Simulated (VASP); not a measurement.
Wanted: the native input for a VASP 6.6.1 run.

| Item | Value |
| --- | --- |
| Task | single point |
| Functional | PBE |
| Potentials or basis | VASP PAW PBE potentials, release 64 (In_d, P) |
| Cutoff | 520 eV |
| k mesh | 20 × 20 × 20 |
| Occupations | gaussian, width 0.15 eV |
| Spin | no spin polarisation |
| Dipole correction | no |
| Further INCAR settings | ALGO = Normal; EDIFF = 1e-06; NBANDS = 16 |

The structure of InP lies in POSCAR:

```
InP
1.0
    0.0000000000      2.8565618769      2.7440133389
    2.8565618769      0.0000000000      2.7440133389
    2.8565618769      2.8565618769      0.0000000000
In P
1 1
Direct
    0.0000000000      0.0000000000      0.0000000000
    0.5000000000      0.5000000000      0.5000000000
```

The input as run:

INCAR

```
SYSTEM = InP
  PREC = Accurate
  ENCUT = 520
  EDIFF = 1E-6
  ISMEAR = 0
  SIGMA = 0.15
  LREAL = .FALSE.
  LASPH = .TRUE.
  NELM = 80
  ALGO = Normal
  ISIF = 2
  LWAVE = .FALSE.
  LCHARG = .TRUE.
  GGA = PE
  LELF = .TRUE.
  LVHAR = .TRUE.
  NBANDS = 16
```

KPOINTS

```
Automatic mesh
0
G
  20 20 20
  0 0 0
```

Potentials or basis: VASP PAW PBE potentials, release 64 (In_d, P).

Run with:

```console
$ cat potpaw_PBE.64/In_d/POTCAR potpaw_PBE.64/P/POTCAR > POTCAR
$ mpirun -np 1 vasp_std > vasp.out
```

It gave:

```json
{
 "Pressure": "-3.2 GPa",
 "Band gap on the k mesh": "zero (bands 9 and 10 overlap by 2.56 eV)"
}
```

Caveat: the cell stands under tension; spin-orbit coupling is left out, which moves the levels of the heavy elements.

It took 3.7 min on 1 thread of AMD EPYC 9R45 96-Core Processor (Zen 5), with other jobs on the host, peak memory 0.51 GiB.
